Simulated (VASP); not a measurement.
The system is Hf4Te.

```xyz
10
Lattice="3.4000 0.0000 0.0000 0.0000 3.4000 0.0000 0.0000 0.0000 18.6000" Properties=species:S:1:pos:R:3 pbc="T T T"
Hf    0.0000    1.7000   13.5780
Hf    1.7000    0.0000   11.9040
Hf    1.7000    0.0000   15.2520
Hf    0.0000    1.7000   10.1370
Hf    1.7000    0.0000    8.4630
Hf    1.7000    0.0000    5.0220
Hf    0.0000    1.7000    6.6960
Hf    0.0000    1.7000    3.3480
Te    0.0000    1.7000   17.0190
Te    1.7000    0.0000    1.5810
```

```yaml
Program: VASP 6.6.1
Task: relaxation of cell and atoms
Functional: PBE
Potentials_or_basis: VASP PAW PBE potentials, release 64 (Hf_pv, Te)
Cutoff: 600 eV
k_mesh: 5 × 5 × 1
Occupations: gaussian, width 0.2 eV
Spin: no spin polarisation
```

At the start: pressure 12.1 GPa; volume 21.50 Å³/atom.

Q: Where does the relaxation end?

A: Over 15 steps the energy falls by 215.0 meV/atom and the volume is 24.17 Å³/atom (+12.4 %); space group P4/nmm (No. 129, to 0.1 Å) before and after.

The path:
```
step  energy change (eV)  largest force (eV/Å)  pressure (GPa)  volume (Å³)
   1              0.0000                1.3903           12.13       215.02
   2             -0.5030                1.9519           -8.60       269.59
   3             -1.1475                1.5643           -1.55       244.41
   4             -1.6711                1.0681           -1.58       245.41
   5             -2.0369                0.3470           -1.15       246.31
   6             -2.0400                0.4324           -1.08       246.38
   7             -2.0401                0.4043           -1.10       246.36
   8             -2.0810                0.4093            1.40       239.30
   9             -2.0827                0.4097            0.97       240.45
  10             -2.1244                0.2804            0.55       240.78
  11             -2.1418                0.1759            0.09       241.17
  12             -2.1421                0.1561            0.14       241.13
  13             -2.1467                0.1144           -0.13       241.89
  14             -2.1473                0.0938           -0.27       242.31
  15             -2.1504                0.0700            0.05       241.66
```

Final structure:
```
CELL_PARAMETERS angstrom
3.74297 0.00000 0.00000
0.00000 3.74297 0.00000
0.00000 0.00000 17.24923
ATOMIC_POSITIONS crystal
Hf 0.00000 0.50000 0.72721
Hf 0.50000 0.00000 0.63848
Hf 0.50000 0.00000 0.82857
Hf 0.00000 0.50000 0.54746
Hf 0.50000 0.00000 0.45254
Hf 0.50000 0.00000 0.27279
Hf 0.00000 0.50000 0.36152
Hf 0.00000 0.50000 0.17143
Te 0.00000 0.50000 0.90671
Te 0.50000 0.00000 0.09329
```

Caveat: the k points lie up to 0.36 Å⁻¹ apart in the final cell, too coarse for converged energies and pressures of a metal; this functional lacks dispersion, which binds layers or chains, so the pressure and a relaxed spacing across them are unreliable; the relaxation stopped at a loose force limit of 0.08 eV/Å, so its end isn't a converged minimum.
